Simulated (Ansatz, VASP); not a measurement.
# Two plane-wave programs on W

```
CELL_PARAMETERS angstrom
-1.59730 1.59730 -1.59730
-1.59730 -1.59730 1.59730
0.00000 8.51052 8.51052
ATOMIC_POSITIONS crystal
W 0.00000 0.00000 0.65690
W 0.50000 0.50000 0.09384
W 0.00000 0.00000 0.28153
W 0.50000 0.50000 0.46921
```

Alike in both runs: task single point; functional LDA; k mesh 18 × 18 × 5; occupations gaussian, width 0.15 eV; no spin polarisation.

|  | VASP | Ansatz |
| --- | --- | --- |
| version | VASP 6.6.1 | Ansatz 0.2.0 |
| potentials or method | VASP PAW LDA potentials, release 64 (W_sv), cutoff 520 eV | scalar-relativistic, plane waves, PAW |
| valence electrons in the cell | 56 | 56 |

Ansatz gave:

```
gap on the k mesh at the Fermi level (eV)                     : none
pressure (GPa)                                                : -19.8
traceless stress, the component that is largest in VASP (GPa) : -2.96
rms of the force components (eV/Å)                            : 0.583
```

Question: What did VASP give for the same quantities?

Answer: gap on the k mesh at the Fermi level (eV): none; pressure (GPa): -18.9; traceless stress, the component that is largest in VASP (GPa): -2.88; rms of the force components (eV/Å): 0.560.

LDA's correlation is that of Perdew and Zunger in VASP and of Perdew and Wang (1992) in Ansatz. Atom by atom the forces differ by 0.027 eV/Å (rms over components). A gap of «none» marks a metal or a gap that the smearing closes.

Spin-orbit coupling is off throughout.
